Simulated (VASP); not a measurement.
A run of VASP 6.6.1:

File INCAR:

```
PREC = Accurate
ENCUT = 600
EDIFF = 1E-6
ISMEAR = 1
SIGMA = 0.05
LREAL = F
LASPH = T
NELM = 100
ALGO = Normal
ISIF = 3
LWAVE = F
LCHARG = F
GGA = PS
IBRION = 2
NSW = 60
EDIFFG = -0.01
```

File KPOINTS:

```
Automatic mesh
0
Gamma
  9 9 9
```

The input POSCAR:

```
Rb
1.0
    0.0000000000      4.8550000000      4.8550000000
    4.8550000000      0.0000000000      4.8550000000
    4.8550000000      4.8550000000      0.0000000000
Rb
2
Direct
    0.0000000000      0.0000000000      0.0000000000
    0.2500000000      0.2500000000      0.2500000000
```

Potentials or basis: VASP PAW PBE potentials, release 64 (Rb_sv).

Command:

```sh
$ cat potpaw_PBE.64/Rb_sv/POTCAR > POTCAR
$ mpirun -np 1 vasp_std > vasp.out
```

Hardware: 1 thread of Intel(R) Xeon(R) 6975P-C (Granite Rapids), with other jobs on the host.

**Question.** Estimate the wall time of this run.

**Answer.** Run time: 4 min on 1 thread of Intel(R) Xeon(R) 6975P-C (Granite Rapids), on a shared host, peak memory 0.5 GiB. Counts: scf iterations 45, k points 35, ion steps 5.
